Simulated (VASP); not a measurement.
Wanted: the native input for a VASP 6.6.1 run.

* Task: single point
* Functional: PBE
* Potentials or basis: VASP PAW PBE potentials, release 64 (Zn, H)
* Cutoff: 520 eV
* k mesh: 12 × 12 × 8
* Occupations: gaussian, width 0.1 eV
* Spin: no spin polarisation
* Dipole correction: no
* Further INCAR settings: ALGO = Normal; EDIFF = 1e-06; NBANDS = 18

The structure of ZnH5 lies in POSCAR:

```
ZnH5
1.0
    4.3855271515      0.0000000000      0.0000000000
   -2.1927635758      3.7979779222      0.0000000000
    0.0000000000      0.0000000000      6.5082104998
Zn H
1 5
Direct
    0.0000000000      0.0000000000      0.0000000000
    0.0000000000      0.0000000000      0.5577530948
    0.0000000000      0.0000000000      0.4422469052
    0.2166890544      0.7833109456      0.0000000000
    0.2166890544      0.4333781089      0.0000000000
    0.5666218911      0.7833109456      0.0000000000
```

The cell was generated, and may not be a known phase.

The input as run:

INCAR

```
SYSTEM = ZnH5
ALGO     = Normal         ! electronic algorithm
EDIFF    = 1E-6           ! SCF threshold, eV
ENCUT    = 520            ! plane-wave cutoff, eV
GGA      = PE             ! functional
ISIF     = 2              ! what is computed and relaxed
ISMEAR   = 0              ! smearing method
LASPH    = .TRUE.         ! aspherical terms in the spheres
LCHARG   = .TRUE.         ! write CHGCAR
LELF     = .TRUE.         ! ELF
LREAL    = .FALSE.        ! projectors in reciprocal space
LVHAR    = .TRUE.       
LWAVE    = .FALSE.        ! write WAVECAR
NBANDS   = 18             ! bands
NELM     = 80             ! most SCF steps
PREC     = Accurate       ! precision mode
SIGMA    = 0.1            ! smearing width, eV
```

KPOINTS

```
k-points
0
G
  12 12 8
  0 0 0
```

Potentials or basis: VASP PAW PBE potentials, release 64 (Zn, H).

Run with:

```bash
$ cat potpaw_PBE.64/Zn/POTCAR potpaw_PBE.64/H/POTCAR > POTCAR
$ mpirun -np 1 vasp_std > vasp.out
```

It gave:

- Pressure: 0.0 GPa
- Largest force: 0.028 eV/Å
- Band gap on the k mesh: zero (an odd number of electrons rules out a gap without spin polarisation)

Wall time 89 s on 1 thread of Intel(R) Xeon(R) 6975P-C (Granite Rapids) (shared host), peak memory 0.33 GiB.
